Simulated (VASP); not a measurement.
Fe, 2 atoms in the cell. It takes space group P6_3/mmc (No. 194, hexagonal). Conventional cell: a = 2.524 Å, b = 2.524 Å, c = 4.374 Å, α = 90.00°, β = 90.00°, γ = 120.00°. Within 3.3 Å of Fe (site symmetry -6m2) lie 12 Fe at 2.52 to 2.63 Å. This isn't the form of Fe at room conditions, which is bcc.

| Quantity | Value |
| --- | --- |
| Program | VASP 6.6.1 |
| Task | single point |
| Functional | PBE |
| Potentials or basis | VASP PAW PBE potentials, release 64 (Fe) |
| Cutoff | 520 eV |
| k mesh | 18 × 18 × 10 |
| Occupations | gaussian, width 0.05 eV |
| Spin | non-collinear spin, typed start, spin-orbit coupling |
| Starting moments | [[0.0, 0.0, 2.77], [0.0, 0.0, 2.77]] μB |
| Dipole correction | no |
| Further INCAR settings | ALGO = Normal; EDIFF = 1e-06; NBANDS = 28 |

Potentials or basis: VASP PAW PBE potentials, release 64 (Fe).

Launch:

```console
$ cat potpaw_PBE.64/Fe/POTCAR > POTCAR
$ mpirun -np 1 vasp_ncl > vasp.out
```

Hardware: 1 thread of Oxide Virtual Turin-like Processor, with other jobs on the host.

How long does it take, and how much memory?

Run time: 32 min on 1 thread of Oxide Virtual Turin-like Processor, with other jobs on the host, peak memory 0.41 GiB. Counts: scf iterations 49, k points 336.
